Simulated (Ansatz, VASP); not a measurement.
## Two plane-wave programs on Sr

```
CELL_PARAMETERS angstrom
3.51885 0.00000 0.00000
0.00000 3.51885 0.00000
0.00000 0.00000 3.51885
ATOMIC_POSITIONS crystal
Sr 0.00000 0.00000 0.00000
```

Change from the starting cell: volume scaled by 0.9, PAW files.

Alike in both runs: task single point; functional LDA; k mesh 10 × 10 × 10; occupations fermi-dirac, width 0.05 eV; no spin polarisation.

```csv
,VASP,Ansatz
version,VASP 6.6.1,Ansatz 0.2.0
potentials or method,"VASP PAW LDA potentials, release 64 (Sr_sv)","PAW with Ansatz's default frozen-core files, scalar-relativistic"
plane-wave cutoff (eV),520,420
valence electrons in the cell,10,10
```

```csv
,VASP,Ansatz,Ansatz less VASP
pressure (GPa),1.2,1.2,0.00
```

LDA's correlation is that of Perdew and Zunger in VASP and of Perdew and Wang (1992) in Ansatz.
